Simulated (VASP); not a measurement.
Wanted: the native input for a VASP 6.6.1 run.

```yaml
Task: single point
Functional: LDA
Potentials_or_basis: VASP PAW LDA potentials, release 64 (V_sv)
Cutoff: 520 eV
k_mesh: 19 × 19 × 5
Occupations: fermi-dirac, width 0.1 eV
Spin: no spin polarisation
Dipole_correction: no
Further_INCAR_settings: ALGO = Normal; EDIFF = 1e-06; NBANDS = 34
```

The structure of V lies in POSCAR:

```
V
1.0
    2.5446247065      0.0000000000      0.0000000000
   -1.2723123532      2.2037096389      0.0000000000
    0.0000000000      0.0000000000      9.2061692310
V
4
Direct
    1.0000000000      1.0000000000      0.0000000000
    1.0000000000      0.0000000000      0.5000000000
    0.3333333333      0.6666666667      0.2500000000
    0.6666666667      0.3333333333      0.7500000000
```

One way to write it, as run:

INCAR

```
PREC = Accurate
ENCUT = 520
EDIFF = 1E-6
ISMEAR = -1
SIGMA = 0.1
LREAL = F
LASPH = T
NELM = 100
ALGO = Normal
ISIF = 2
LWAVE = F
LCHARG = F
GGA = CA
NBANDS = 34
```

KPOINTS

```
regular mesh
0
Gamma
  19 19 5
```

Potentials or basis: VASP PAW LDA potentials, release 64 (V_sv).

Command:

```sh
$ cat potpaw_LDA.64/V_sv/POTCAR > POTCAR
$ mpirun -np 1 vasp_std > vasp.out
```

It gave:

```
Pressure               : 0.5 GPa
Band gap on the k mesh : zero (band 26 reaches 11.06 eV, above the bottom of band 27 at 9.88 eV)
```

Wall time 96 s on 1 thread of Intel(R) Xeon(R) 6975P-C (Granite Rapids), on a shared host, peak memory 0.25 GiB.
